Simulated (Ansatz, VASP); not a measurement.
## Si: VASP beside Ansatz

INCAR

```
PREC = Accurate
ENCUT = 520
EDIFF = 1E-6
ISMEAR = 0
SIGMA = 0.15
LREAL = F
LASPH = T
NELM = 100
ALGO = Normal
ISIF = 2
LWAVE = F
LCHARG = F
GGA = PS
NBANDS = 26
```

File KPOINTS:

```
Automatic mesh
0
Gamma
  10 10 10
```

File POSCAR:

```
Si
1.0
   -3.3353283844      3.3353283844      3.1782344175
    3.3353283844     -3.3353283844      3.1782344175
    3.3353283844      3.3353283844     -3.1782344175
Si
8
Direct
    0.2047947401      0.2047947401      0.2047947401
    0.5000000000      0.0000000000      0.2952052599
    0.2952052599      0.5000000000      0.0000000000
    0.0000000000      0.2952052599      0.5000000000
    0.7952052599      0.7952052599      0.7952052599
    0.5000000000      0.0000000000      0.7047947401
    0.7047947401      0.5000000000      0.0000000000
    0.0000000000      0.7047947401      0.5000000000
```

Input for Ansatz:

```yaml
crystal:
  lattice:
    - [-3.3353283844, 3.3353283844, 3.1782344175]
    - [3.3353283844, -3.3353283844, 3.1782344175]
    - [3.3353283844, 3.3353283844, -3.1782344175]
  atoms:
    - { symbol: Si, position: [0.2047947401, 0.2047947401, 0.2047947401] }
    - { symbol: Si, position: [0.5, 0.0, 0.2952052599] }
    - { symbol: Si, position: [0.2952052599, 0.5, 0.0] }
    - { symbol: Si, position: [0.0, 0.2952052599, 0.5] }
    - { symbol: Si, position: [0.7952052599, 0.7952052599, 0.7952052599] }
    - { symbol: Si, position: [0.5, 0.0, 0.7047947401] }
    - { symbol: Si, position: [0.7047947401, 0.5, 0.0] }
    - { symbol: Si, position: [0.0, 0.7047947401, 0.5] }
basis:
  ecutwfc: 420
kpoints:
  mp_grid: { grid: [10, 10, 10] }
hamiltonian:
  xc: pbesol
  pseudopotentials: { kind: paw, azcp: { folder: soft_1 } }
scf:
  occupations: { method: gaussian, width: 0.15 }
output:
  forces: true
  stress: true
  eigenvalues: true
```

Alike in both runs: task single point; functional PBEsol; k mesh 10 × 10 × 10; occupations gaussian, width 0.15 eV; no spin polarisation.

|  | VASP | Ansatz |
| --- | --- | --- |
| version | VASP 6.6.1 | Ansatz 0.2.0 |
| potentials or method | VASP PAW PBE potentials, release 64 (Si), cutoff 520 eV | scalar-relativistic, plane waves, PAW |
| valence electrons in the cell | 32 | 32 |

Ansatz gave:

| Item | Value |
| --- | --- |
| gap on the k mesh at the Fermi level (eV) | none |
| pressure (GPa) | 1.8 |
| traceless stress, the component that is largest in VASP (GPa) | 4.75 |
| rms of the force components (eV/Å) | 0.204 |

Problem. What did VASP give for the same quantities?

Solution. gap on the k mesh at the Fermi level (eV): none; pressure (GPa): 2.0; traceless stress, the component that is largest in VASP (GPa): 4.75; rms of the force components (eV/Å): 0.207.

VASP's potentials were made for PBE, not for PBEsol, and Ansatz warns of the same on its side. Atom by atom the forces differ by 0.006 eV/Å (rms over components). A gap of «none» marks a metal or a gap that the smearing closes. With one functional, cell and mesh, what is left measures potentials, basis and numerics.
